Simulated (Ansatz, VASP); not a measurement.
## MoS2 in VASP and in Ansatz

Contents of INCAR:

```
SYSTEM = MoS2
PREC     = Accurate       ! precision mode
ENCUT    = 520            ! plane-wave cutoff, eV
EDIFF    = 1E-6           ! SCF threshold, eV
ISMEAR   = 0              ! smearing method
SIGMA    = 0.02           ! smearing width, eV
LREAL    = .False.        ! projectors in reciprocal space
LASPH    = .True.         ! aspherical terms in the spheres
NELM     = 80             ! most SCF steps
ALGO     = Normal         ! electronic algorithm
ISIF     = 2              ! what is computed and relaxed
LWAVE    = .False.        ! write WAVECAR
LCHARG   = .True.         ! write CHGCAR
GGA      = PS             ! functional
LELF     = .True.         ! ELF
LVHAR    = .True.       
NBANDS   = 35             ! bands
```

File KPOINTS:

```
regular mesh
0
Gamma
  12 12 2
  0 0 0
```

Contents of POSCAR:

```
MoS2
1.0
    3.1413882571      0.0000000000      0.0000000000
   -1.5706941286      2.7205220338      0.0000000000
    1.5102106416      0.0000000000     12.5850886796
Mo S
2 4
Direct
    0.7003165620      0.4006331239      0.2500000000
    0.2996834380      0.5993668761      0.7500000000
    0.6918750608      0.2658349988      0.6262442689
    0.3081249392      0.7341650012      0.3737557311
    0.5739599379      0.2658349988      0.8737557311
    0.4260400621      0.7341650012      0.1262442689
```

Input for Ansatz:

```yaml
crystal:
  lattice:
    - [3.1413882571, 0.0, 0.0]
    - [-1.5706941286, 2.7205220338, 0.0]
    - [1.5102106416, 0.0, 12.5850886796]
  atoms:
    - { symbol: Mo, position: [0.700316562, 0.4006331239, 0.25] }
    - { symbol: Mo, position: [0.299683438, 0.5993668761, 0.75] }
    - { symbol: S, position: [0.6918750608, 0.2658349988, 0.6262442689] }
    - { symbol: S, position: [0.3081249392, 0.7341650012, 0.3737557311] }
    - { symbol: S, position: [0.5739599379, 0.2658349988, 0.8737557311] }
    - { symbol: S, position: [0.4260400621, 0.7341650012, 0.1262442689] }
basis:
  ecutwfc: 420
kpoints:
  mp_grid: { grid: [12, 12, 2] }
  band_path: { path: [VBM, CBM], npoints: 2 }
hamiltonian:
  xc: pbesol
scf:
  occupations: { method: gaussian, width: 0.02 }
output:
  forces: true
  stress: true
  eigenvalues: true
checkpoint:
  read: start.run
  write: ck
  compress: false
  write_wavefunctions: false
  write_every: 100000
```

Alike in both runs: task single point; functional PBEsol; k mesh 12 × 12 × 2; occupations gaussian, width 0.02 eV; no spin polarisation.

```csv
,VASP,Ansatz
version,VASP 6.6.1,Ansatz 0.2.0
potentials or method,"VASP PAW PBE potentials, release 64 (Mo_sv, S), cutoff 520 eV","scalar-relativistic, plane waves, PAW"
valence electrons in the cell,52,52
```

|  | VASP | Ansatz | Ansatz less VASP |
| --- | --- | --- | --- |
| gap on the k mesh at the Fermi level (eV) | 1.01 | 0.99 | -0.015 |
| least direct gap on the mesh (eV) | 1.76 | 1.75 | -0.005 |
| pressure (GPa) | 0.4 | 0.4 | +0.03 |
| traceless stress, the component that is largest in VASP (GPa) | -0.38 | -0.39 | -0.003 |
| rms of the force components (eV/Å) | 0.004 | 0.004 | +0.0003 |

VASP's potentials were made for PBE, not for PBEsol. Atom by atom the forces differ by 0.000 eV/Å (rms over components).
